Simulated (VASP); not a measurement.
# C (P6_3/mmc) in VASP: a series of runs

C is run at these levels: r2SCAN; tasks: single point.

The COD entry that gives the cell may itself be a prediction, so a difference from it is no test against experiment.

Program: VASP 6.6.1. These are calculated values, not measurements. Logs are shortened: lines on timing, memory, paths and dates and some standing lists are left out, and cuts for length are marked.

## Step 1: The cell of the first run

It takes space group P6_3/mmc (No. 194, hexagonal). The conventional cell has a = 2.512 Å, b = 2.512 Å, c = 12.392 Å, α = 90.00°, β = 90.00°, γ = 120.00°. Within 2.1 Å of C (site symmetry 3m) lie 4 C at 1.54 to 1.57 Å. Within 2.1 Å of C (site symmetry 3m) lie 4 C at 1.54 Å. C (site symmetry 3m) has 4 C at 1.54 Å within 2.1 Å.

## Step 2: Single point, r2SCAN

The input, POSCAR:

```
C
1.0
    2.5123860676      0.0000000000      0.0000000000
   -1.2561930338      2.1757901587      0.0000000000
    0.0000000000      0.0000000000     12.3917726650
C
12
Direct
    0.0000000000      0.0000000000      0.1868286690
    0.0000000000      0.0000000000      0.6868286690
    0.0000000000      0.0000000000      0.3131713310
    0.0000000000      0.0000000000      0.8131713310
    0.3333333333      0.6666666667      0.5207643649
    0.6666666667      0.3333333333      0.0207643649
    0.3333333333      0.6666666667      0.9792356351
    0.6666666667      0.3333333333      0.4792356351
    0.3333333333      0.6666666667      0.6450550061
    0.6666666667      0.3333333333      0.1450550061
    0.3333333333      0.6666666667      0.8549449939
    0.6666666667      0.3333333333      0.3549449939
```

The input, INCAR.step1:

```
  PREC = Accurate
  ENCUT = 520
  ISMEAR = 0
  SIGMA = 0.02
  LREAL = F
  LASPH = T
  NELM = 80
  NBANDS = 36
  GGA = PE
  ALGO = Normal
  EDIFF = 1E-4
  LWAVE = T
  LCHARG = F
```

The input, INCAR.step2:

```
  PREC = Accurate
  ENCUT = 520
  EDIFF = 1E-7
  ISMEAR = 0
  SIGMA = 0.02
  LREAL = F
  LASPH = T
  NELM = 80
  ALGO = Normal
  ISIF = 2
  LWAVE = F
  LCHARG = F
  METAGGA = R2SCAN
  LMIXTAU = T
  NBANDS = 36
  ISTART = 1
```

The input, KPOINTS:

```
Automatic mesh
0
Gamma
  12 12 2
```

Potentials or basis: VASP PAW PBE potentials, release 64 (C).

On the command line:

```console
$ cat potpaw_PBE.64/C/POTCAR > POTCAR
$ cp INCAR.step1 INCAR
$ mpirun -np 1 vasp_std > vasp.out
$ cp INCAR.step2 INCAR
$ mpirun -np 1 vasp_std > vasp.out
```

OUTCAR:

```text
PREC = Accurate
   ENCUT = 520
   EDIFF = 1E-7
   ISMEAR = 0
   LREAL = F
   LASPH = T
   NELM = 80
   ISIF = 2
   METAGGA = R2SCAN
   ISTART = 1

 ion  position               nearest neighbor table
   1  0.000  0.000  0.187-  10 1.54  10 1.54  10 1.54   3 1.57
   2  0.000  0.000  0.687-   9 1.54   9 1.54   9 1.54   4 1.57
   3  0.000  0.000  0.313-  12 1.54  12 1.54  12 1.54   1 1.57
   4  0.000  0.000  0.813-  11 1.54  11 1.54  11 1.54   2 1.57
   5  0.333  0.667  0.521-   8 1.54   8 1.54   8 1.54   9 1.54
   6  0.667  0.333  0.021-   7 1.54   7 1.54   7 1.54  10 1.54
   7  0.333  0.667  0.979-   6 1.54   6 1.54   6 1.54  11 1.54
   8  0.667  0.333  0.479-   5 1.54   5 1.54   5 1.54  12 1.54
   9  0.333  0.667  0.645-   2 1.54   2 1.54   2 1.54   5 1.54
  10  0.667  0.333  0.145-   1 1.54   1 1.54   1 1.54   6 1.54
  11  0.333  0.667  0.855-   4 1.54   4 1.54   4 1.54   7 1.54
  12  0.667  0.333  0.355-   3 1.54   3 1.54   3 1.54   8 1.54

  LATTYP: Found a hexagonal cell.
 ALAT       =     2.5123860676
 C/A-ratio  =     4.9322724818

  Lattice vectors:

 A1 = (   2.5123860676,   0.0000000000,   0.0000000000)
 A2 = (  -1.2561930338,   2.1757901587,   0.0000000000)
 A3 = (   0.0000000000,   0.0000000000,  12.3917726650)

Analysis of symmetry for initial positions (statically):
=====================================================================
 Subroutine PRICEL returns:
 Original cell was already a primitive cell.

 Routine SETGRP: Setting up the symmetry group for a
 hexagonal supercell.

 Subroutine GETGRP returns: Found 24 space group operations
 (whereof 12 operations were pure point group operations)
 out of a pool of 24 trial point group operations.

The static configuration has the point symmetry D_3d.
 The point group associated with its full space group is D_6h.

Analysis of symmetry for dynamics (positions and initial velocities):
=====================================================================
 Subroutine PRICEL returns:
 Original cell was already a primitive cell.

 Routine SETGRP: Setting up the symmetry group for a
 hexagonal supercell.

 Subroutine GETGRP returns: Found 24 space group operations
 (whereof 12 operations were pure point group operations)
 out of a pool of 24 trial point group operations.

The dynamic configuration has the point symmetry D_3d.
 The point group associated with its full space group is D_6h.

 Subroutine INISYM returns: Found 24 space group operations
 (whereof 12 operations are pure point group operations),
 and found     1 'primitive' translations

----------------------------------------------------------------------------------------

                                     Primitive cell

  volume of cell :      67.7387

  direct lattice vectors                    reciprocal lattice vectors
     2.512386068  0.000000000  0.000000000     0.398027999  0.229801573  0.000000000
    -1.256193034  2.175790159  0.000000000     0.000000000  0.459603145  0.000000000
     0.000000000  0.000000000 12.391772665     0.000000000  0.000000000  0.080698704

  length of vectors
     2.512386068  2.512386068 12.391772665     0.459603145  0.459603145  0.080698704

  position of ions in fractional coordinates (direct lattice)
     0.000000000  0.000000000  0.186828669
     0.000000000  0.000000000  0.686828669
     0.000000000  0.000000000  0.313171331
     0.000000000  0.000000000  0.813171331
     0.333333333  0.666666667  0.520764365
     0.666666667  0.333333333  0.020764365
     0.333333333  0.666666667  0.979235635
     0.666666667  0.333333333  0.479235635
     0.333333333  0.666666667  0.645055006
     0.666666667  0.333333333  0.145055006
     0.333333333  0.666666667  0.854944994
     0.666666667  0.333333333  0.354944994

  ion indices of the primitive-cell ions
   primitive index   ion index
                 1           1
                 2           2
                 3           3
                 4           4
                 5           5
                 6           6
                 7           7
                 8           8
                 9           9
                10          10
                11          11
                12          12

----------------------------------------------------------------------------------------

 KPOINTS: Automatic mesh

Automatic generation of k-mesh.
 Grid dimensions read from file:
 generate k-points for:   12   12    2

 Generating k-lattice:

  Cartesian coordinates                     Fractional coordinates (reciprocal lattice)
     0.033169000  0.019150131  0.000000000     0.083333333  0.000000000  0.000000000
     0.000000000  0.038300262  0.000000000     0.000000000  0.083333333  0.000000000
     0.000000000  0.000000000  0.040349352     0.000000000  0.000000000  0.500000000

  Length of vectors
     0.038300262  0.038300262  0.040349352

  Shift w.r.t. Gamma in fractional coordinates (k-lattice)
     0.000000000  0.000000000  0.000000000

 Subroutine IBZKPT returns following result:
 ===========================================

 Found     38 irreducible k-points:

 Following reciprocal coordinates:
            Coordinates               Weight
  0.000000  0.000000  0.000000      1.000000
  0.083333 -0.000000  0.000000      6.000000
  0.166667 -0.000000  0.000000      6.000000
  0.250000  0.000000  0.000000      6.000000
  0.333333  0.000000  0.000000      6.000000
  0.416667  0.000000  0.000000      6.000000
[... 16 lines left out ...]
  0.250000  0.000000  0.500000      6.000000
  0.333333  0.000000  0.500000      6.000000
 [... further k-points ...]
   k-points           NKPTS =     38   k-points in BZ     NKDIM =     38   number of bands    NBANDS=     36
   number of dos      NEDOS =    301   number of ions     NIONS =     12
   total plane-waves  NPLWV =  38400
   dimension x,y,z NGX =    20 NGY =   20 NGZ =   96
   dimension x,y,z NGXF=    40 NGYF=   40 NGZF=  192
   ions per type =              12
   NGX,Y,Z   is equivalent  to a cutoff of  13.23, 13.23, 12.88 a.u.
   NGXF,Y,Z  is equivalent  to a cutoff of  26.47, 26.47, 25.76 a.u.
 SYSTEM =  unknown system
   PREC   = accura    normal or accurate (medium, high low for compatibility)
   ISTART =      1    job   : 0-new  1-cont  2-samecut
   ICHARG =      0    charge: 1-file 2-atom 10-const
   ISPIN  =      1    spin polarized calculation?
   LNONCOLLINEAR =      F non collinear calculations
   LSORBIT =      F    spin-orbit coupling
   LASPH  =      T    aspherical Exc in radial PAW
   ENCUT  =  520.0 eV  38.22 Ry    6.18 a.u.   4.67  4.67 23.04*2*pi/ulx,y,z
   NELM   =     80;   NELMIN=  2; NELMDL=  0     # of ELM steps
   EDIFF  = 0.1E-06   stopping-criterion for ELM
   LREAL  =      F    real-space projection
   EDIFFG = 0.1E-05   stopping-criterion for IOM
   NSW    =      0    number of steps for IOM
   IBRION =     -1    ionic relax: 0-MD 1-quasi-New 2-CG
   NFREE  =      0    steps in history (QN), initial steepest desc. (CG)
   ISIF   =      2    stress and relaxation
   ISYM   =      2    0-nonsym 1-usesym 2-fastsym
   POTIM  = 0.5000    time-step for ionic-motion
   TEBEG  =    0.0;   TEEND  =   0.0 temperature during run
   PSTRESS=    0.0 pullay stress
   NELECT =      48.0000    total number of electrons
   NUPDOWN=      -1.0000    fix difference up-down
   EMIN   =  10.00;   EMAX   =-10.00  energy-range for DOS
   EFERMI =   0.00;   METHOD = LEGACY
   ISMEAR =     0;   SIGMA  =   0.02  broadening in eV -4-tet -1-fermi 0-gaus
   EFERMI_NEDOS =   21; number of points for ismear=-14 and -15
   IALGO  =     38    algorithm
   IMIX   =      4    mixing-type and parameters
     AMIX     =   0.40;   BMIX     =  1.00
     AMIX_MAG =   1.60;   BMIX_MAG =  1.00
  volume/ion in A,a.u.               =       5.64        38.09
  Fermi-wavevector in a.u.,A,eV,Ry     =   1.459519  2.758090 28.983057  2.130195
  Thomas-Fermi vector in A             =   2.576076
   LORBIT       =      0    0 simple, 1 ext, 2 COOP (PROOUT), +10 PAW based schemes
   METAGGA = R2SCAN    functional components
   LHFCALC =     F    Hartree Fock is set to
   AEXX    =    0.0000 exact exchange contribution
   IVDW    =     0    specifies the selected vdW correction
   LEPSILON=     F    determine dielectric tensor
   LRPA    =     F    only Hartree local field effects (RPA)
 non-spin polarized calculation
 Gauss-broadening in eV      SIGMA  =   0.02
  energy-cutoff  :      520.00
  volume of cell :       67.74
 maximum number of plane-waves:      1847
 NGX is ok and might be reduce to    20
   NGX =  9   NGY =  9   NGZ = 47

 number of electron      47.9999996 magnetization

 Free energy of the ion-electron system (eV)
  ---------------------------------------------------
  ext. energy  EPLUGINS =         0.00000000
  ---------------------------------------------------
  free energy    TOTEN  =      -117.86248002 eV

  energy without entropy =     -117.86248002  energy(sigma->0) =     -117.86248002

 E-fermi :   9.9784     XC(G=0): -14.2826

 val. band max:        9.8755755181   @ k =   0.0000   0.0000   0.0000
 cond. band min:      14.5378810572   @ k =   0.3333   0.0000   0.0000
 fundamental gap:      4.6623055390
 Fermi energy:         9.9784079820

 k-point     1 :       0.0000    0.0000    0.0000
  band No.  band energies     occupation
      1     -12.9897      2.00000
      2     -12.2352      2.00000
      3     -12.1488      2.00000
      4      -9.8946      2.00000
      5      -9.8255      2.00000
      6      -7.0901      2.00000
[... 28 lines left out ...]
     35      18.2675      0.00000
     36      18.3863      0.00000

 k-point     2 :       0.0833   -0.0000    0.0000
  band No.  band energies     occupation
      1     -12.8098      2.00000
      2     -12.0564      2.00000
      3     -11.9704      2.00000
      4      -9.7205      2.00000
      5      -9.6522      2.00000
      6      -6.9283      2.00000
[... 28 lines left out ...]
     35      18.7320      0.00000
     36      18.9331      0.00000

 k-point     3 :       0.1667   -0.0000    0.0000
  band No.  band energies     occupation
      1     -12.2723      2.00000
      2     -11.5221      2.00000
      3     -11.4377      2.00000
      4      -9.2013      2.00000
      5      -9.1356      2.00000
      6      -6.4449      2.00000
[... 28 lines left out ...]
     35      19.0588      0.00000
     36      20.1357      0.00000

 k-point     4 :       0.2500    0.0000    0.0000
  band No.  band energies     occupation
      1     -11.3843      2.00000
      2     -10.6397      2.00000
      3     -10.5590      2.00000
      4      -8.3470      2.00000
      5      -8.2873      2.00000
      6      -5.6502      2.00000
[... 28 lines left out ...]
     35      19.6921      0.00000
     36      20.9372      0.00000

 k-point     5 :       0.3333    0.0000    0.0000
  band No.  band energies     occupation
      1     -10.1626      2.00000
      2      -9.4273      2.00000
      3      -9.3562      2.00000
      4      -7.1867      2.00000
      5      -7.1442      2.00000
      6      -4.5824      2.00000
[... 655 lines left out ...]
 k-point    22 :       0.1667   -0.0000    0.5000
  band No.  band energies     occupation
      1     -12.0740      2.00000
      2     -12.0740      2.00000
      3     -10.5019      2.00000
      4     -10.5019      2.00000
      5      -7.5739      2.00000
      6      -7.5739      2.00000
[... 28 lines left out ...]
     35      19.6508      0.00000
     36      19.6508      0.00000

 k-point    23 :       0.2500    0.0000    0.5000
  band No.  band energies     occupation
      1     -11.1878      2.00000
      2     -11.1878      2.00000
      3      -9.6323      2.00000
      4      -9.6323      2.00000
      5      -6.7515      2.00000
      6      -6.7515      2.00000
[... 28 lines left out ...]
     35      20.1218      0.00000
     36      20.1218      0.00000

 k-point    24 :       0.3333    0.0000    0.5000
  band No.  band energies     occupation
      1      -9.9693      2.00000
      2      -9.9693      2.00000
      3      -8.4453      2.00000
      4      -8.4453      2.00000
      5      -5.6543      2.00000
      6      -5.6543      2.00000
[... 28 lines left out ...]
     35      19.6215      0.00000
     36      19.6215      0.00000

 [... further k-points ...]
[... 5 lines left out ...]
  --------------------------------------------------------------------------------------
  -------------------------------------------------------------------------------------
  Total        0.4640593      0.4640593      0.4535284      0.0000000      0.0000000      0.0000000
  in kB       10.9760794     10.9760794     10.7270002      0.0000000      0.0000000      0.0000000
  external PRESSURE =      10.8930530 kB  Pullay stress =       0.0000000 kB

 VOLUME and BASIS-vectors are now :
 -----------------------------------------------------------------------------
  energy-cutoff  :      520.00
  volume of cell :       67.74
      direct lattice vectors                 reciprocal lattice vectors
     2.512386068  0.000000000  0.000000000     0.398027999  0.229801573  0.000000000
    -1.256193034  2.175790159  0.000000000     0.000000000  0.459603145  0.000000000
     0.000000000  0.000000000 12.391772665     0.000000000  0.000000000  0.080698704

 POSITION                                       TOTAL-FORCE (eV/Angst)
 -----------------------------------------------------------------------------------
      0.00000      0.00000      2.31514        -0.000000      0.000000      0.008619
      0.00000      0.00000      8.51102        -0.000000     -0.000000      0.008619
      0.00000      0.00000      3.88075        -0.000000     -0.000000     -0.008619
      0.00000      0.00000     10.07663        -0.000000     -0.000000     -0.008619
     -0.00000      1.45053      6.45319         0.000000     -0.000000     -0.001996
      1.25619      0.72526      0.25731        -0.000000     -0.000000     -0.001996
     -0.00000      1.45053     12.13447         0.000000      0.000000      0.001996
      1.25619      0.72526      5.93858        -0.000000     -0.000000      0.001996
     -0.00000      1.45053      7.99337         0.000000     -0.000000      0.000480
      1.25619      0.72526      1.79749        -0.000000      0.000000      0.000480
     -0.00000      1.45053     10.59428        -0.000000     -0.000000     -0.000480
      1.25619      0.72526      4.39840         0.000000      0.000000     -0.000480
 -----------------------------------------------------------------------------------
    total drift:                                0.000000      0.000000     -0.000000

  FREE ENERGIE OF THE ION-ELECTRON SYSTEM (eV)
  ---------------------------------------------------
  free  energy   TOTEN  =      -117.8624800211 eV

  energy  without entropy=     -117.8624800211  energy(sigma->0) =     -117.86248002
```

It took 8.1 min on 1 thread of Intel Xeon Platinum 8259CL at 2.50GHz (Skylake/Cascade Lake), shared host; peak memory 0.22 GiB.

Results:

| Quantity | Value |
| --- | --- |
| Free energy | -117.8625 eV |
| Pressure | 1.1 GPa |
| Largest force | 0.009 eV/Å |
| Band gap on the k mesh | 4.66 eV, indirect (least direct gap 5.63 eV) |

Forces in eV/Å, atoms in the order of the input:
```
C    0.000  0.000  0.009
C    0.000  0.000  0.009
C    0.000  0.000 -0.009
C    0.000  0.000 -0.009
C    0.000  0.000 -0.002
C    0.000  0.000 -0.002
C    0.000  0.000  0.002
C    0.000  0.000  0.002
C    0.000  0.000  0.000
C    0.000  0.000  0.000
C    0.000  0.000  0.000
C    0.000  0.000  0.000
```

Levels at points of the mesh, in eV from the valence-band top:
| k point | band 22 | band 23 | band 24 | band 25 | band 26 | band 27 |
| --- | --- | --- | --- | --- | --- | --- |
| (0.00, 0.00, 0.00) | -0.16 | 0.00 | 0.00 | 5.63 | 5.63 | 5.76 |
| (0.50, 0.00, 0.00) | -4.29 | -3.84 | -3.11 | 4.86 | 5.50 | 5.56 |
| (0.00, 0.00, 0.50) | -0.34 | -0.34 | -0.34 | 6.05 | 6.05 | 6.05 |
| (0.50, 0.00, 0.50) | -4.02 | -3.47 | -3.47 | 5.04 | 5.04 | 6.13 |

Caveat: the PAW data sets were made with another functional, which shifts forces and pressure a little. A k mesh can miss the band edges.

## Step 3: Single point, r2SCAN

POSCAR is that of step 2.

The input, INCAR.step1:

```
SYSTEM = C
PREC = Accurate ; ENCUT = 520
ISMEAR = 0 ; SIGMA = 0.02
LREAL = .FALSE. ; LASPH = .TRUE.
NELM = 80 ; NBANDS = 36
GGA = PE ; ALGO = Normal
EDIFF = 1E-4 ; LWAVE = .TRUE.
LCHARG = .FALSE.
```

The input, INCAR.step2:

```
SYSTEM = C
PREC = Accurate ; ENCUT = 520
EDIFF = 1E-6 ; ISMEAR = 0
SIGMA = 0.02 ; LREAL = .FALSE.
LASPH = .TRUE. ; NELM = 80
ALGO = Normal ; ISIF = 2
LWAVE = .FALSE. ; LCHARG = .FALSE.
METAGGA = R2SCAN ; LMIXTAU = .TRUE.
NBANDS = 36 ; ISTART = 1
```

The input, KPOINTS:

```
Automatic mesh
0
G
  12 12 2
  0 0 0
```

Potentials or basis: VASP PAW PBE potentials, release 64 (C).

On the command line:

```console
$ cat potpaw_PBE.64/C/POTCAR > POTCAR
$ cp INCAR.step1 INCAR
$ mpirun -np 1 vasp_std > vasp.out
$ cp INCAR.step2 INCAR
$ mpirun -np 1 vasp_std > vasp.out
```

It took 5.3 min on 1 thread of Intel Xeon Platinum 8259CL at 2.50GHz (Skylake/Cascade Lake), shared host; peak memory 0.22 GiB.

Results (log left out):

```
Free energy            : -117.8625 eV
Pressure               : 1.1 GPa
Largest force          : 0.009 eV/Å
Band gap on the k mesh : 4.66 eV, indirect (least direct gap 5.63 eV)
```

Forces in eV/Å, atoms in the order of the input:
```
C    0.000  0.000  0.009
C    0.000  0.000  0.009
C    0.000  0.000 -0.009
C    0.000  0.000 -0.009
C    0.000  0.000 -0.002
C    0.000  0.000 -0.002
C    0.000  0.000  0.002
C    0.000  0.000  0.002
C    0.000  0.000  0.000
C    0.000  0.000  0.000
C    0.000  0.000  0.000
C    0.000  0.000  0.000
```

Levels at points of the mesh, in eV from the valence-band top:
| k point | band 22 | band 23 | band 24 | band 25 | band 26 | band 27 |
| --- | --- | --- | --- | --- | --- | --- |
| (0.00, 0.00, 0.00) | -0.16 | 0.00 | 0.00 | 5.63 | 5.63 | 5.76 |
| (0.50, 0.00, 0.00) | -4.29 | -3.84 | -3.11 | 4.86 | 5.50 | 5.56 |
| (0.00, 0.00, 0.50) | -0.34 | -0.34 | -0.34 | 6.05 | 6.05 | 6.05 |
| (0.50, 0.00, 0.50) | -4.02 | -3.47 | -3.47 | 5.04 | 5.04 | 6.13 |

Caveat: the PAW data sets were made with another functional, which shifts forces and pressure a little.

[end of part 1 of 2]
